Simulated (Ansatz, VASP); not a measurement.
# One calculation of Mg, two programs

File INCAR:

```
SYSTEM = Mg
PREC = Accurate ; ENCUT = 520
EDIFF = 1E-6 ; ISMEAR = 0
SIGMA = 0.15 ; LREAL = .FALSE.
LASPH = .TRUE. ; NELM = 60
ALGO = Normal ; ISIF = 2
LWAVE = .FALSE. ; LCHARG = .TRUE.
GGA = PE ; LELF = .TRUE.
LVHAR = .TRUE. ; NBANDS = 7
```

KPOINTS

```
Automatic mesh
0
G
  20 20 20
  0 0 0
```

The input POSCAR:

```
Mg
1.0
   -1.8355548414      1.8355548414      1.7048661797
    1.8355548414     -1.8355548414      1.7048661797
    1.8355548414      1.8355548414     -1.7048661797
Mg
1
Direct
    0.0000000000      0.0000000000      0.0000000000
```

Input for Ansatz:

```yaml
crystal:
  lattice:
    - [-1.8355548414, 1.8355548414, 1.7048661797]
    - [1.8355548414, -1.8355548414, 1.7048661797]
    - [1.8355548414, 1.8355548414, -1.7048661797]
  atoms:
    - { symbol: Mg, position: [0.0, 0.0, 0.0] }
basis:
  ecutwfc: 520.0
kpoints:
  mp_grid: { grid: [20, 20, 20] }
hamiltonian:
  xc: pbe
  pseudopotentials: { kind: paw }
scf:
  occupations: { method: gaussian, width: 0.15 }
output:
  forces: true
  stress: true
  eigenvalues: true
```

Alike in both runs: task single point; functional PBE; k mesh 20 × 20 × 20; occupations gaussian, width 0.15 eV; no spin polarisation.

|  | VASP | Ansatz |
| --- | --- | --- |
| version | VASP 6.6.1 | Ansatz 0.2.0 |
| potentials or method | VASP PAW PBE potentials, release 64 (Mg), cutoff 520 eV | scalar-relativistic, plane waves, PAW |
| valence electrons in the cell | 2 | 10 |

Ansatz gave:

```
gap on the k mesh at the Fermi level (eV)                     : none
pressure (GPa)                                                : 0.0
traceless stress, the component that is largest in VASP (GPa) : 0.07
```

Question: What did VASP give for the same quantities?

Answer: gap on the k mesh at the Fermi level (eV): none; pressure (GPa): -0.1; traceless stress, the component that is largest in VASP (GPa): 0.07.

A gap of «none» marks a metal or a gap that the smearing closes. VASP's potentials hold 2 valence electrons a cell and Ansatz's 10, so a difference there can come from the potentials and not from the codes.
